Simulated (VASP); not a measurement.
**Rb: single point with PBE**

Rb:

```
Rb
1.0
     0.00000    5.33303    5.33303
     5.33303    0.00000    5.33303
     5.33303    5.33303    0.00000
Rb
2
Cartesian
  1.3333 1.3333 1.3333
  9.3328 9.3328 9.3328
```

This cell differs from its parent crystal: volume scaled by 1.08.

```yaml
Program: VASP 6.6.1
Task: single point
Functional: PBE
Potentials_or_basis: VASP PAW PBE potentials, release 64 (Rb_sv)
Cutoff: 520 eV
k_mesh: 6 × 6 × 6
Occupations: fermi-dirac, width 0.1 eV
Spin: no spin polarisation
Dipole_correction: no
Further_INCAR_settings: ALGO = Normal; EDIFF = 1e-06; NBANDS = 16
```

```yaml
Pressure: -0.1 GPa
Band_gap_on_the_k_mesh: zero (band 9 reaches -0.75 eV, above the bottom of band 10 at -0.82 eV)
```

Levels at points of the mesh, in eV from the Fermi level:
| k point | band 5 | band 6 | band 7 | band 8 | band 9 | band 10 | band 11 | band 12 | band 13 | band 14 |
| --- | --- | --- | --- | --- | --- | --- | --- | --- | --- | --- |
| (0.00, 0.00, 0.00) | -13.43 | -13.37 | -13.37 | -13.37 | -1.41 | 1.98 | 1.98 | 1.98 | 2.24 | 2.24 |
| (0.50, 0.00, 0.00) | -13.43 | -13.37 | -13.36 | -13.36 | -0.58 | 0.03 | 1.79 | 1.79 | 1.90 | 2.11 |
| (0.50, 0.50, 0.00) | -13.40 | -13.40 | -13.36 | -13.36 | 0.00 | 0.00 | 1.14 | 1.14 | 1.53 | 1.53 |

Wall time 50 s on 1 thread of AMD EPYC 9R45 96-Core Processor (Zen 5), on a shared host, peak memory 0.39 GiB.
